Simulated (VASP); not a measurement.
Runs of VASP 6.6.1 on OsPd4. The structure is that of space group P6/mmm (No. 191), or close to it. The cells are those of the table. The cell was built from a structure type or drawn by symmetry, and may not be a known phase.

```tsv
task	spin	cell	gap on the mesh (eV)	pressure (GPa)
single point	off	a = 4.521, b = 4.521, c = 5.227 Å, angles 90.0, 90.0, 120.0°, 5 atoms	none	(a)
single point	collinear	a = 4.521, b = 4.521, c = 5.227 Å, angles 90.0, 90.0, 120.0°, 5 atoms	none	1.0
relaxation of cell and atoms	off	relaxed from a = 3.865, b = 3.865, c = 6.081 Å, angles 90.0, 90.0, 120.0°, 5 atoms	none	0.0
single point	off	a = 3.865, b = 3.865, c = 6.081 Å, angles 90.0, 90.0, 120.0°, 5 atoms	none	98.4
```

Alike in all rows: level PBE; potentials or basis VASP PAW PBE potentials, release 64 (Pd, Os); k mesh 6 × 6 × 4; cutoff (eV) 600; smearing gaussian 0.1 eV.

**Question.** Estimate the missing entries.

**Answer.** (a) -0.4.

Caveats: spin-orbit coupling is left out, which moves the levels of the heavy elements; the cell stands under pressure (at least some runs).

A k mesh can miss the band edges, and the runs leave out spin-orbit coupling on Os, Pd.

A gap of «none» marks levels without a gap at the run's occupations.
